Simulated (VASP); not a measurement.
Wanted: the native input for a VASP 6.6.1 run.

```yaml
Task: single point
Functional: PBE
Potentials_or_basis: VASP PAW PBE potentials, release 64 (V_sv)
Cutoff: 520 eV
k_mesh: 10 × 10 × 10
Occupations: fermi-dirac, width 0.05 eV
Spin: collinear spin, ferromagnetic start
Starting_moments: "[4.0] μB"
Fixed_moment: 4 μB
Dipole_correction: no
Further_INCAR_settings: ALGO = Normal; EDIFF = 1e-06; NBANDS = 16
```

The structure of V lies in POSCAR:

```
V
1.0
   -1.5143500000      1.5143500000      1.5143500000
    1.5143500000     -1.5143500000      1.5143500000
    1.5143500000      1.5143500000     -1.5143500000
V
1
Direct
    0.0000000000      0.0000000000      0.0000000000
```

The input as run:

INCAR

```
SYSTEM = V
  PREC = Accurate
  ENCUT = 520
  EDIFF = 1E-6
  ISMEAR = -1
  SIGMA = 0.05
  LREAL = .FALSE.
  LASPH = .TRUE.
  NELM = 150
  ALGO = Normal
  ISIF = 2
  LWAVE = .FALSE.
  LCHARG = .FALSE.
  ISPIN = 2
  MAGMOM = 4
  LORBIT = 11
  NUPDOWN = 4.0
  LMAXMIX = 4
  GGA = PE
  NBANDS = 16
```

KPOINTS

```
Automatic mesh
0
G
  10 10 10
  0 0 0
```

Potentials or basis: VASP PAW PBE potentials, release 64 (V_sv).

The run is started by

```bash
$ cat potpaw_PBE.64/V_sv/POTCAR > POTCAR
$ mpirun -np 1 vasp_std > vasp.out
```

Results of the run:

- Pressure: 64.4 GPa
- Net moment: 4.00 μB per cell
- Site moments: V +3.29 μB
- Valence electrons inside the program's atomic spheres: V 11.79

Caveat: the total moment is fixed, so each spin has its own Fermi level.

It took 38 s on 1 thread of Intel Xeon 8259CL, with other jobs on the host, peak memory 0.14 GiB.
